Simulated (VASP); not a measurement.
CaF2: relaxation of cell and atoms with LDA

CaF2:

```
CELL_PARAMETERS angstrom
0.00000 2.66299 2.66299
2.66299 0.00000 2.66299
2.66299 2.66299 0.00000
ATOMIC_POSITIONS crystal
Ca 0.00000 0.00000 0.00000
F 0.25000 0.25000 0.25000
F 0.75000 0.75000 0.75000
```

```json
{"Program": "VASP 6.6.1", "Task": "relaxation of cell and atoms", "Functional": "LDA", "Potentials or basis": "VASP PAW LDA potentials, release 64 (Ca_sv, F)", "Cutoff": "600 eV", "k mesh": "8 × 8 × 8", "Occupations": "gaussian, width 0.01 eV", "Spin": "no spin polarisation", "Target pressure": "9 GPa", "Dipole correction": "no", "Further INCAR settings": "ALGO = Normal; EDIFF = 1e-07; IBRION = 2; EDIFFG = -0.001; NSW = 80; ISIF = 3"}
```

```yaml
Relaxed_volume: 11.74 Å³/atom
Relaxed_cell: a = 3.679 Å, b = 3.679 Å, c = 3.679 Å, α = 60.00°, β = 60.00°, γ = 60.00°
Space_group_after_relaxing_to_0.1_Å: Fm-3m (No. 225)
Energy_change_on_relaxing_the_run_minimises_the_enthalpy: +23.8 meV/atom
Ionic_steps: 3
Pressure_after_relaxing: 9.0 GPa
Band_gap_on_the_k_mesh: 7.80 eV (least direct gap 8.08 eV)
```

Step by step:
```tsv
step	energy change (eV)	largest force (eV/Å)	pressure (GPa)	volume (Å³)
1	0.0000	0.0000	0.49	37.77
2	0.1390	0.0000	13.26	34.23
3	0.0714	0.0000	9.01	35.21
```

Final structure:
```
Ca F
1.0
     0.00000    2.60144    2.60144
     2.60144    0.00000    2.60144
     2.60144    2.60144    0.00000
Ca F
1 2
Direct
  0.00000 0.00000 0.00000
  0.25000 0.25000 0.25000
  0.75000 0.75000 0.75000
```

Levels at points of the mesh, in eV from the valence-band top:
```
           k point  band 8  band 9  band 10  band 11  band 12  band 13  band 14  band 15  band 16
(0.00, 0.00, 0.00)   -2.69   -2.69    -0.28    -0.28    -0.28     7.80     9.55     9.55    12.39
(0.50, 0.00, 0.00)   -1.96   -1.50    -1.45    -0.94    -0.94     9.86     9.86    10.63    11.01
(0.50, 0.50, 0.00)   -1.86   -1.86    -0.48    -0.48     0.00     8.23    10.29    10.78    11.82
```

It took 2.3 min on 1 thread of Intel Xeon 8259CL, on a shared host, peak memory 0.17 GiB.

Caveat: the cell is relaxed towards a set pressure, so the run minimises the enthalpy, not the energy. Zero-point motion and thermal expansion aren't in these numbers.
